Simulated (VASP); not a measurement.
Write the native input for VASP 6.6.1 that does the following.

```
Task                   : single point
Functional             : PBEsol
Potentials or basis    : VASP PAW PBE potentials, release 64 (Hf_pv, Si)
Cutoff                 : 520 eV
k mesh                 : 6 × 10 × 8
Occupations            : gaussian, width 0.15 eV
Spin                   : no spin polarisation
Dipole correction      : no
Further INCAR settings : ALGO = Normal; EDIFF = 1e-06; NBANDS = 38
```

The structure of HfSi lies in POSCAR:

```
HfSi
1.0
    6.6171575704      0.0000000000      0.0000000000
    0.0000000000      3.6468506403      0.0000000000
    0.0000000000      0.0000000000      5.2797700699
Hf Si
4 4
Direct
    0.1755908222      0.2500000000      0.1264896848
    0.3244091778      0.7500000000      0.6264896848
    0.6755908222      0.2500000000      0.3735103152
    0.8244091778      0.7500000000      0.8735103152
    0.0430603597      0.2500000000      0.6402012503
    0.4569396403      0.7500000000      0.1402012503
    0.5430603597      0.2500000000      0.8597987497
    0.9569396403      0.7500000000      0.3597987497
```

This cell differs from its parent crystal: strain -0.030 along x and y, +0.015 along z.

The input as run:

INCAR

```
SYSTEM = HfSi
  ALGO = Normal
  EDIFF = 1E-6
  ENCUT = 520
  GGA = PS
  ISIF = 2
  ISMEAR = 0
  LASPH = .TRUE.
  LCHARG = .TRUE.
  LELF = .TRUE.
  LREAL = .FALSE.
  LVHAR = .TRUE.
  LWAVE = .FALSE.
  NBANDS = 38
  NELM = 60
  PREC = Accurate
  SIGMA = 0.15
```

KPOINTS

```
k-points
0
G
  6 10 8
  0 0 0
```

Potentials or basis: VASP PAW PBE potentials, release 64 (Hf_pv, Si).

Run with:

```bash
$ cat potpaw_PBE.64/Hf_pv/POTCAR potpaw_PBE.64/Si/POTCAR > POTCAR
$ mpirun -np 1 vasp_std > vasp.out
```

It gave:

* Pressure: 8.5 GPa
* Largest force: 0.412 eV/Å
* Band gap on the k mesh: zero (bands 28 and 29 overlap by 0.35 eV)

Caveat: the cell differs from its parent crystal (strain -0.030 along x and y, +0.015 along z); the cell stands under pressure; the PAW data sets were made with another functional, which shifts forces and pressure a little; spin-orbit coupling is left out, which moves the levels of the heavy elements.

It took 5.2 min on 1 thread of Intel(R) Xeon(R) 6975P-C (Granite Rapids) (shared host), peak memory 0.54 GiB.
